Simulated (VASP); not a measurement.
# Be16P in VASP: further runs

The runs below take Be16P through single point, with PBEsol.

All numbers are computed with VASP 6.6.1; they aren't measurements. Logs are shortened: lines on timing, memory, paths and dates and some standing lists are left out, and cuts for length are marked.

## (1) The cell of the first run

The cell holds a slab with vacuum, 17 atoms: a = 4.580 Å, b = 4.580 Å, c = 16.383 Å, α = 90.00°, β = 90.00°, γ = 60.00°.

## (2) Single point, PBEsol

The input, INCAR:

```
SYSTEM = Be16P
ALGO     = Normal         ! electronic algorithm
EDIFF    = 1E-7           ! SCF threshold, eV
ENCUT    = 520            ! plane-wave cutoff, eV
GGA      = PS             ! functional
ISIF     = 2              ! what is computed and relaxed
ISMEAR   = -1             ! smearing method
LASPH    = .TRUE.         ! aspherical terms in the spheres
LCHARG   = .FALSE.        ! write CHGCAR
LREAL    = Auto         
LWAVE    = .FALSE.        ! write WAVECAR
NBANDS   = 32             ! bands
NELM     = 100            ! most SCF steps
PREC     = Accurate       ! precision mode
SIGMA    = 0.15           ! smearing width, eV
```

The input, KPOINTS:

```
k-points
0
G
  1 1 1
  0 0 0
```

The input, POSCAR:

```
Be16P
1.0
    4.5800000000      0.0000000000      0.0000000000
    2.2900000000      3.9663960000      0.0000000000
    0.0000000000      0.0000000000     16.3826450000
Be P
16 1
Direct
   -0.1666666667      0.3333333333      0.0610402044
    0.3333333333      0.3333333333      0.0610402044
   -0.1666666667      0.8333333333      0.0610402044
    0.3333333333      0.8333333333      0.0610402044
   -0.0026819667      0.0013979946      0.1724192888
    0.5013233273      0.0013205943      0.1723838855
    0.0000684828      0.5000695846      0.1750311381
    0.5014006904      0.4973169598      0.1724184343
   -0.1636965658      0.3362926949      0.2855979605
    0.3279370155      0.3361368860      0.2855879499
   -0.1638586222      0.8279329648      0.2855898422
    0.3334895171      0.8334838478      0.2792097979
    0.0013985578     -0.0002783383      0.3919016130
    0.4994180136     -0.0005687783      0.3919348799
    0.0003135443      0.5003209463      0.4033932250
    0.4997370742      0.5013891704      0.3918948985
    0.3326615957      0.8327549745      0.4923552332
```

Potentials or basis: VASP PAW PBE potentials, release 64 (Be, P).

On the command line:

```console
$ cat potpaw_PBE.64/Be/POTCAR potpaw_PBE.64/P/POTCAR > POTCAR
$ mpirun -np 1 vasp_gam > vasp.out
```

OUTCAR:

```text
SYSTEM = Be16P
   EDIFF = 1E-7
   ENCUT = 520
   GGA = PS
   ISIF = 2
   ISMEAR = -1
   LASPH = .TRUE.
   LREAL = Auto
   NELM = 100
   PREC = Accurate

 ion  position               nearest neighbor table
   1  0.833  0.333  0.061-   8 2.25   5 2.25   7 2.29   3 2.29   3 2.29   4 2.29   4 2.29   2 2.29
                             2 2.29
   2  0.333  0.333  0.061-   6 2.25   8 2.25   7 2.29   4 2.29   3 2.29   4 2.29   3 2.29   1 2.29
                             1 2.29
   3  0.833  0.833  0.061-   6 2.25   5 2.25   7 2.29   1 2.29   1 2.29   2 2.29   2 2.29   4 2.29
                             4 2.29
   4  0.333  0.833  0.061-   6 2.26   8 2.26   5 2.26   2 2.29   1 2.29   2 2.29   1 2.29   3 2.29
                             3 2.29
   5  0.997  0.001  0.172-  12 2.20   1 2.25   3 2.25   4 2.26   8 2.27   6 2.27  11 2.28   9 2.28
                             7 2.29   7 2.29   6 2.31   8 2.31
   6  0.501  0.001  0.172-  12 2.20   3 2.25   2 2.25   4 2.26   5 2.27   8 2.27  10 2.28  11 2.28
                             7 2.29   7 2.29   8 2.31   5 2.31
   7  0.000  0.500  0.175-   9 2.23  10 2.23  11 2.23   3 2.29   2 2.29   1 2.29   5 2.29   8 2.29
                             6 2.29   6 2.29   8 2.29   5 2.29
   8  0.501  0.497  0.172-  12 2.20   1 2.25   2 2.25   4 2.26   5 2.27   6 2.27  10 2.28   9 2.28
                             7 2.29   7 2.29   6 2.31   5 2.31
   9  0.836  0.336  0.286-  16 2.19  13 2.19   7 2.23  10 2.25  11 2.25   5 2.28   8 2.28  12 2.29
                            12 2.29  15 2.33  11 2.33  10 2.33
  10  0.328  0.336  0.286-  14 2.20  16 2.20   7 2.23   9 2.25  11 2.25   8 2.28   6 2.28  12 2.29
                            12 2.29  15 2.33  11 2.33   9 2.33
  11  0.836  0.828  0.286-  14 2.20  13 2.20   7 2.23   9 2.25  10 2.25   5 2.28   6 2.28  12 2.29
                            12 2.29  15 2.33  10 2.33   9 2.33
  12  0.333  0.833  0.279-   6 2.20   5 2.20   8 2.20  16 2.27  14 2.27  13 2.27  11 2.29  10 2.29
                             9 2.29   9 2.29  10 2.29  11 2.29
  13  0.001  1.000  0.392-  17 2.11   9 2.19  11 2.20  12 2.27  14 2.28  16 2.28  15 2.30  16 2.30
                            15 2.30  14 2.30
  14  0.499  0.999  0.392-  17 2.11  10 2.20  11 2.20  12 2.27  13 2.28  16 2.28  15 2.30  15 2.30
                            16 2.30  13 2.30
  15  0.000  0.500  0.403-  13 2.30  16 2.30  14 2.30  14 2.30  16 2.30  13 2.30  11 2.33  10 2.33
                             9 2.33
  16  0.500  0.501  0.392-  17 2.11   9 2.19  10 2.20  12 2.27  14 2.28  13 2.28  15 2.30  13 2.30
                            15 2.30  14 2.30
  17  0.333  0.833  0.492-  13 2.11  16 2.11  14 2.11

  LATTYP: Found a hexagonal cell.
 ALAT       =     4.5799996975
 C/A-ratio  =     3.5769969612

  Lattice vectors:

 A1 = (  -2.2900000000,  -3.9663960000,   0.0000000000)
 A2 = (   4.5800000000,   0.0000000000,   0.0000000000)
 A3 = (   0.0000000000,   0.0000000000,  16.3826450000)

Analysis of symmetry for initial positions (statically):
=====================================================================
 Subroutine PRICEL returns:
 Original cell was already a primitive cell.

 Routine SETGRP: Setting up the symmetry group for a
 hexagonal supercell.

 Subroutine GETGRP returns: Found  1 space group operations
 (whereof  1 operations were pure point group operations)
 out of a pool of 24 trial point group operations.

The static configuration has the point symmetry C_1 .

Analysis of symmetry for dynamics (positions and initial velocities):
=====================================================================
 Subroutine PRICEL returns:
 Original cell was already a primitive cell.

 Routine SETGRP: Setting up the symmetry group for a
 hexagonal supercell.

 Subroutine GETGRP returns: Found  1 space group operations
 (whereof  1 operations were pure point group operations)
 out of a pool of 24 trial point group operations.

The dynamic configuration has the point symmetry C_1 .

 Subroutine INISYM returns: Found  1 space group operations
 (whereof  1 operations are pure point group operations),
 and found     1 'primitive' translations

----------------------------------------------------------------------------------------

                                     Primitive cell

  volume of cell :     297.6087

  direct lattice vectors                    reciprocal lattice vectors
     4.580000000  0.000000000  0.000000000     0.218340611 -0.126059022  0.000000000
     2.290000000  3.966396000  0.000000000     0.000000000  0.252118044  0.000000000
     0.000000000  0.000000000 16.382645000     0.000000000  0.000000000  0.061040204

  length of vectors
     4.580000000  4.579999697 16.382645000     0.252118027  0.252118044  0.061040204

  position of ions in fractional coordinates (direct lattice)
     0.833333333  0.333333333  0.061040204
     0.333333333  0.333333333  0.061040204
     0.833333333  0.833333333  0.061040204
     0.333333333  0.833333333  0.061040204
     0.997318033  0.001397995  0.172419289
     0.501323327  0.001320594  0.172383885
[... 9 lines left out ...]
     0.499737074  0.501389170  0.391894898
     0.332661596  0.832754974  0.492355233

  ion indices of the primitive-cell ions
   primitive index   ion index
                 1           1
                 2           2
                 3           3
                 4           4
                 5           5
                 6           6
[... 9 lines left out ...]
                16          16
                17          17

----------------------------------------------------------------------------------------

 KPOINTS: k-points

Automatic generation of k-mesh.
 Grid dimensions read from file:
 generate k-points for:    1    1    1

 Generating k-lattice:

  Cartesian coordinates                     Fractional coordinates (reciprocal lattice)
     0.218340611 -0.126059022  0.000000000     1.000000000  0.000000000  0.000000000
     0.000000000  0.252118044  0.000000000     0.000000000  1.000000000  0.000000000
     0.000000000  0.000000000  0.061040204     0.000000000  0.000000000  1.000000000

  Length of vectors
     0.252118027  0.252118044  0.061040204

  Shift w.r.t. Gamma in fractional coordinates (k-lattice)
     0.000000000  0.000000000  0.000000000

 Subroutine IBZKPT returns following result:
 ===========================================

 Found      1 irreducible k-points:

 Following reciprocal coordinates:
            Coordinates               Weight
  0.000000  0.000000  0.000000      1.000000
   k-points           NKPTS =      1   k-points in BZ     NKDIM =      1   number of bands    NBANDS=     32
   number of dos      NEDOS =    301   number of ions     NIONS =     17
   total plane-waves  NPLWV = 163296
   dimension x,y,z NGX =    36 NGY =   36 NGZ =  126
   dimension x,y,z NGXF=    72 NGYF=   72 NGZF=  252
   ions per type =              16   1
   NGX,Y,Z   is equivalent  to a cutoff of  13.07, 13.07, 12.79 a.u.
   NGXF,Y,Z  is equivalent  to a cutoff of  26.13, 26.13, 25.57 a.u.
 SYSTEM =  Be16P
   PREC   = accura    normal or accurate (medium, high low for compatibility)
   ISTART =      0    job   : 0-new  1-cont  2-samecut
   ICHARG =      2    charge: 1-file 2-atom 10-const
   ISPIN  =      1    spin polarized calculation?
   LNONCOLLINEAR =      F non collinear calculations
   LSORBIT =      F    spin-orbit coupling
   LASPH  =      T    aspherical Exc in radial PAW
   ENCUT  =  520.0 eV  38.22 Ry    6.18 a.u.   8.52  8.52 30.46*2*pi/ulx,y,z
   NELM   =    100;   NELMIN=  2; NELMDL= -5     # of ELM steps
   EDIFF  = 0.1E-06   stopping-criterion for ELM
   LREAL  =      T    real-space projection
   EDIFFG = 0.1E-05   stopping-criterion for IOM
   NSW    =      0    number of steps for IOM
   IBRION =     -1    ionic relax: 0-MD 1-quasi-New 2-CG
   NFREE  =      0    steps in history (QN), initial steepest desc. (CG)
   ISIF   =      2    stress and relaxation
   ISYM   =      2    0-nonsym 1-usesym 2-fastsym
   POTIM  = 0.5000    time-step for ionic-motion
   TEBEG  =    0.0;   TEEND  =   0.0 temperature during run
   PSTRESS=    0.0 pullay stress
   NELECT =      37.0000    total number of electrons
   NUPDOWN=      -1.0000    fix difference up-down
   EMIN   =  10.00;   EMAX   =-10.00  energy-range for DOS
   EFERMI =   0.00;   METHOD = LEGACY
   ISMEAR =    -1;   SIGMA  =   0.15  broadening in eV -4-tet -1-fermi 0-gaus
   EFERMI_NEDOS =   21; number of points for ismear=-14 and -15
   IALGO  =     38    algorithm
   IMIX   =      4    mixing-type and parameters
     AMIX     =   0.40;   BMIX     =  1.00
     AMIX_MAG =   1.60;   BMIX_MAG =  1.00
  volume/ion in A,a.u.               =      17.51       118.14
  Fermi-wavevector in a.u.,A,eV,Ry     =   0.817072  1.544042  9.083335  0.667606
  Thomas-Fermi vector in A             =   1.927454
   LORBIT       =      0    0 simple, 1 ext, 2 COOP (PROOUT), +10 PAW based schemes
   GGA     = PS    functional components
   LHFCALC =     F    Hartree Fock is set to
   AEXX    =    0.0000 exact exchange contribution
   IVDW    =     0    specifies the selected vdW correction
   LEPSILON=     F    determine dielectric tensor
   LRPA    =     F    only Hartree local field effects (RPA)
 non-spin polarized calculation
  energy-cutoff  :      520.00
  volume of cell :      297.61
 maximum number of plane-waves:      4024
 NGX is ok and might be reduce to    36
   NGX = 17   NGY = 17   NGZ = 61

 number of electron      37.0000000 magnetization

 Free energy of the ion-electron system (eV)
  ---------------------------------------------------
  ext. energy  EPLUGINS =         0.00000000
  ---------------------------------------------------
  free energy    TOTEN  =       -61.48398993 eV

  energy without entropy =      -60.67106413  energy(sigma->0) =      -61.07752703

 E-fermi :  -0.5170     XC(G=0):  -6.4012

 val. band max:       -0.7663101570   @ k =   0.0000   0.0000   0.0000
 cond. band min:      -0.5053180859   @ k =   0.0000   0.0000   0.0000
 fundamental gap:      0.2609920711
 Fermi energy:        -0.5169802643

 k-point     1 :       0.0000    0.0000    0.0000
  band No.  band energies     occupation
      1     -10.4698      2.00000
      2      -8.7415      2.00000
      3      -7.3721      2.00000
      4      -5.3369      2.00000
      5      -3.0227      2.00000
      6      -2.8964      2.00000
[... 22 lines left out ...]
     29       5.3545      0.00000
     30       5.4393      0.00000
 [bands above 30 left out]

------------------------ aborting loop because EDIFF is reached ----------------------------------------

  FORCE on cell =-STRESS in cart. coord.  units (eV):
  Direction    XX          YY          ZZ          XY          YZ          ZX
  --------------------------------------------------------------------------------------
  -------------------------------------------------------------------------------------
  Total        0.1422091      0.2901151    -27.5508613     -0.1390799     -0.0371829     -0.0660701
  in kB        0.7655834      1.5618357   -148.3201628     -0.7487373     -0.2001740     -0.3556888
  external PRESSURE =     -48.6642479 kB  Pullay stress =       0.0000000 kB

 VOLUME and BASIS-vectors are now :
 -----------------------------------------------------------------------------
  energy-cutoff  :      520.00
  volume of cell :      297.61
      direct lattice vectors                 reciprocal lattice vectors
     4.580000000  0.000000000  0.000000000     0.218340611 -0.126059022  0.000000000
     2.290000000  3.966396000  0.000000000     0.000000000  0.252118044  0.000000000
     0.000000000  0.000000000 16.382645000     0.000000000  0.000000000  0.061040204

 POSITION                                       TOTAL-FORCE (eV/Angst)
 -----------------------------------------------------------------------------------
      4.58000      1.32213      1.00000         0.010053      0.005811      1.368980
      2.29000      1.32213      1.00000        -0.008751      0.005290      1.368462
      5.72500      3.30533      1.00000         0.000190     -0.010206      1.368464
      3.43500      3.30533      1.00000        -0.000154     -0.000086      1.356454
      4.57092      0.00555      2.82468         0.038204     -0.020911     -0.077213
      2.29908      0.00524      2.82410        -0.031721     -0.018284     -0.073390
[... 9 lines left out ...]
      3.43698      1.98871      6.42027        -0.001723      0.310521     -0.657048
      3.43060      3.30304      8.06608        -0.034904     -0.019302     -0.862255
 -----------------------------------------------------------------------------------
    total drift:                               -0.000427     -0.000414     -0.002230

  FREE ENERGIE OF THE ION-ELECTRON SYSTEM (eV)
  ---------------------------------------------------
  free  energy   TOTEN  =       -61.4839899319 eV

  energy  without entropy=      -60.6710641298  energy(sigma->0) =      -61.07752703
```

Wall time 31 s (1 thread of Intel Xeon 6975P-C (Granite Rapids), shared host); peak memory 0.36 GiB.

Results:

- Free energy: -61.4840 eV
- Largest force: 1.369 eV/Å

Forces in eV/Å, atoms in the order of the input:
```
Be   0.010  0.006  1.369
Be  -0.009  0.005  1.368
Be   0.000 -0.010  1.368
Be   0.000  0.000  1.356
Be   0.038 -0.021 -0.077
Be  -0.032 -0.018 -0.073
Be   0.000  0.000 -0.517
Be   0.001  0.044 -0.077
Be  -0.127 -0.073 -0.355
Be   0.123 -0.073 -0.340
Be  -0.002  0.143 -0.340
Be  -0.005 -0.003  0.408
Be   0.268 -0.156 -0.658
Be  -0.254 -0.147 -0.666
Be   0.024  0.012 -1.246
Be  -0.002  0.311 -0.657
P   -0.035 -0.019 -0.862
```

Caveat: the k points lie up to 1.58 Å⁻¹ apart; the PAW data sets were made with another functional, which shifts forces and pressure a little.

## (3) Single point, PBEsol

The input, INCAR:

```
  PREC = Accurate
  ENCUT = 520
  EDIFF = 1E-7
  ISMEAR = -1
  SIGMA = 0.15
  LREAL = Auto
  LASPH = True
  NELM = 60
  ALGO = Normal
  ISIF = 2
  LWAVE = False
  LCHARG = False
  GGA = PS
  NBANDS = 32
```

The input, KPOINTS:

```
Automatic mesh
0
Gamma
  1 1 1
```

The input, POSCAR:

```
Be16P
1.0
    4.5800000000      0.0000000000      0.0000000000
    2.2900000000      3.9663960000      0.0000000000
    0.0000000000      0.0000000000     16.3826450000
Be P
16 1
Direct
   -0.1666666667      0.3333333333      0.0610402044
    0.3333333333      0.3333333333      0.0610402044
   -0.1666666667      0.8333333333      0.0610402044
    0.3333333333      0.8333333333      0.0610402044
    0.0000684828      0.0000695846      0.1750311381
    0.5014006904     -0.0026830402      0.1724184343
   -0.0026819667      0.5013979946      0.1724192888
    0.5013233273      0.5013205943      0.1723838855
   -0.1638586222      0.3279329648      0.2855898422
    0.3334895171      0.3334838478      0.2792097979
   -0.1636965658      0.8362926949      0.2855979605
    0.3279370155      0.8361368860      0.2855879499
    0.0003134183      0.0003211984      0.4033932250
    0.4997370742      0.0013891704      0.3918948985
    0.0013985578      0.4997216617      0.3919016130
    0.4994180136      0.4994312217      0.3919348799
    0.3326615957      1.3327549745      0.4923552332
```

Potentials or basis: VASP PAW PBE potentials, release 64 (Be, P).

On the command line:

```console
$ cat potpaw_PBE.64/Be/POTCAR potpaw_PBE.64/P/POTCAR > POTCAR
$ mpirun -np 1 vasp_gam > vasp.out
```

Wall time 30 s (1 thread of Intel Xeon 6975P-C (Granite Rapids), shared host); peak memory 0.34 GiB.

The run converged. Its results:

```yaml
Free_energy: -61.4840 eV
Largest_force: 1.369 eV/Å
```

Forces on the atoms (eV/Å):
```
Be   0.000 -0.010  1.369
Be   0.000  0.000  1.357
Be   0.010  0.006  1.369
Be  -0.009  0.005  1.369
Be   0.000  0.000 -0.518
Be   0.001  0.044 -0.077
Be   0.038 -0.021 -0.077
Be  -0.032 -0.018 -0.073
Be  -0.002  0.143 -0.340
Be  -0.005 -0.003  0.408
Be  -0.127 -0.073 -0.355
Be   0.123 -0.073 -0.340
Be   0.024  0.012 -1.246
Be  -0.002  0.311 -0.657
Be   0.268 -0.156 -0.658
Be  -0.254 -0.147 -0.666
P   -0.035 -0.019 -0.862
```

Levels at points of the mesh, in eV from the Fermi level:
| k point | band 14 | band 15 | band 16 | band 17 | band 18 | band 19 | band 20 | band 21 | band 22 | band 23 |
| --- | --- | --- | --- | --- | --- | --- | --- | --- | --- | --- |
| (0.00, 0.00, 0.00) | -0.90 | -0.64 | -0.28 | -0.28 | -0.25 | 0.01 | 0.02 | 2.97 | 4.07 | 4.33 |

Caveat: the k points lie up to 1.58 Å⁻¹ apart; the PAW data sets were made with another functional, which shifts forces and pressure a little.

## (4) Single point, PBEsol

The input, INCAR:

```
  ALGO = Normal
  EDIFF = 1E-6
  ENCUT = 520
  GGA = PS
  ISIF = 2
  ISMEAR = -1
  LASPH = True
  LCHARG = False
  LREAL = Auto
  LWAVE = False
  NBANDS = 32
  NELM = 100
  PREC = Accurate
  SIGMA = 0.15
```

The input, KPOINTS:

```
k-points
0
Gamma
  5 5 1
```

The input, POSCAR:

```
Be16P
1.0
    4.5800000000      0.0000000000      0.0000000000
    2.2900000000      3.9663960000      0.0000000000
    0.0000000000      0.0000000000     16.3826450000
Be P
16 1
Direct
   -0.1666667000      0.3333333000      0.0610402000
    0.3333333000      0.3333333000      0.0610402000
   -0.1666667000      0.8333333000      0.0610402000
    0.3333333000      0.8333333000      0.0610402000
   -0.0026820518      0.0013979500      0.1724192812
    0.5013232616      0.0013205597      0.1723839051
    0.0000686316      0.5000694867      0.1750311264
    0.5014007603      0.4973168669      0.1724184639
   -0.1636964772      0.3362926476      0.2855979466
    0.3279369694      0.3361368409      0.2855879682
   -0.1638585418      0.8279329572      0.2855898654
    0.3334895874      0.8334839175      0.2792098173
    0.0013986544     -0.0002784344      0.3919016396
    0.4994180006     -0.0005687189      0.3919348671
    0.0003134256      0.5003210650      0.4033932127
    0.4997371883      0.5013890810      0.3918949220
    0.3326616284      0.8327550052      0.4923552213
```

On the command line:

```console
$ cat potpaw_PBE.64/Be/POTCAR potpaw_PBE.64/P/POTCAR > POTCAR
$ mpirun -np 1 vasp_std > vasp.out
```

Run time: 5.7 min. Hardware: 1 thread of Intel Xeon Platinum 8259CL at 2.50GHz (Skylake/Cascade Lake), shared host; peak memory 0.42 GiB.

Results (log left out):

* Free energy: -65.8182 eV
* Largest force: 0.216 eV/Å

Forces on the atoms (eV/Å):
```
Be   0.038  0.022  0.056
Be  -0.036  0.021  0.055
Be   0.000 -0.042  0.055
Be   0.000  0.000 -0.216
Be   0.001  0.000  0.004
Be   0.004  0.002  0.008
Be  -0.001 -0.001 -0.001
Be   0.000  0.001  0.004
Be  -0.006 -0.003  0.000
Be   0.004  0.001  0.000
Be   0.003  0.003  0.000
Be  -0.004 -0.002 -0.002
Be  -0.022  0.007 -0.014
Be   0.007  0.004  0.007
Be   0.005  0.002  0.011
Be  -0.005 -0.021 -0.012
P    0.012  0.006  0.043
```

Levels at points of the mesh, in eV from the Fermi level:
```
           k point  band 15  band 16  band 17  band 18  band 19  band 20  band 21  band 22
(0.00, 0.00, 0.00)    -2.00    -2.00    -1.94    -1.82    -0.89    -0.87     1.71     2.41
```

Caveat: the PAW data sets were made with another functional, which shifts forces and pressure a little.
